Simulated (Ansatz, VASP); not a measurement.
One calculation of Ga3Sb, two programs

The input INCAR:

```
SYSTEM = Ga3Sb
ALGO     = Fast           ! electronic algorithm
EDIFF    = 1E-6           ! SCF threshold, eV
ENCUT    = 520            ! plane-wave cutoff, eV
GGA      = PS             ! functional
ISIF     = 2              ! what is computed and relaxed
ISMEAR   = 0              ! smearing method
LASPH    = .True.         ! aspherical terms in the spheres
LCHARG   = .False.        ! write CHGCAR
LREAL    = .False.        ! projectors in reciprocal space
LWAVE    = .False.        ! write WAVECAR
NBANDS   = 30             ! bands
NELM     = 60             ! most SCF steps
PREC     = Accurate       ! precision mode
SIGMA    = 0.1            ! smearing width, eV
```

File KPOINTS:

```
k-points
0
Gamma
  16 16 16
  0 0 0
```

Contents of POSCAR:

```
Ga3Sb
1.0
   -2.1587990000      2.1587990000      4.7604840000
    2.1587990000     -2.1587990000      4.7604840000
    2.1587990000      2.1587990000     -4.7604840000
Ga Sb
3 1
Direct
    0.7500000000      0.2500000000      0.5000000000
    0.2500000000      0.7500000000      0.5000000000
    0.5000000000      0.5000000000      0.0000000000
    0.0000000000      0.0000000000      0.0000000000
```

Input for Ansatz:

```yaml
crystal:
  lattice:
    - [-2.158799, 2.158799, 4.760484]
    - [2.158799, -2.158799, 4.760484]
    - [2.158799, 2.158799, -4.760484]
  atoms:
    - { symbol: Ga, position: [0.75, 0.25, 0.5] }
    - { symbol: Ga, position: [0.25, 0.75, 0.5] }
    - { symbol: Ga, position: [0.5, 0.5, 0.0] }
    - { symbol: Sb, position: [0.0, 0.0, 0.0] }
basis:
  ecutwfc: 420
kpoints:
  mp_grid: { grid: [16, 16, 16] }
hamiltonian:
  xc: pbesol
scf:
  occupations: { method: gaussian, width: 0.1 }
output:
  forces: true
  stress: true
  eigenvalues: true
```

Alike in both runs: task single point; functional PBEsol; k mesh 16 × 16 × 16; occupations gaussian, width 0.1 eV; no spin polarisation.

|  | VASP | Ansatz |
| --- | --- | --- |
| version | VASP 6.6.1 | Ansatz 0.2.0 |
| potentials or method | VASP PAW PBE potentials, release 64 (Ga_d, Sb), cutoff 520 eV | scalar-relativistic, plane waves, PAW |
| valence electrons in the cell | 44 | 54 |

```tsv
	VASP	Ansatz	Ansatz less VASP
gap on the k mesh at the Fermi level (eV)	none	none	-
pressure (GPa)	-3.4	-3.4	-0.04
traceless stress, the component that is largest in VASP (GPa)	-0.25	-0.25	+0.002
```

VASP's potentials were made for PBE, not for PBEsol. A gap of «none» marks a metal or a gap that the smearing closes. With one functional, cell and mesh, what is left measures potentials, basis and numerics. VASP's potentials hold 44 valence electrons a cell and Ansatz's 54, so a difference there can come from the potentials and not from the codes.

Neither program's run includes spin-orbit coupling.
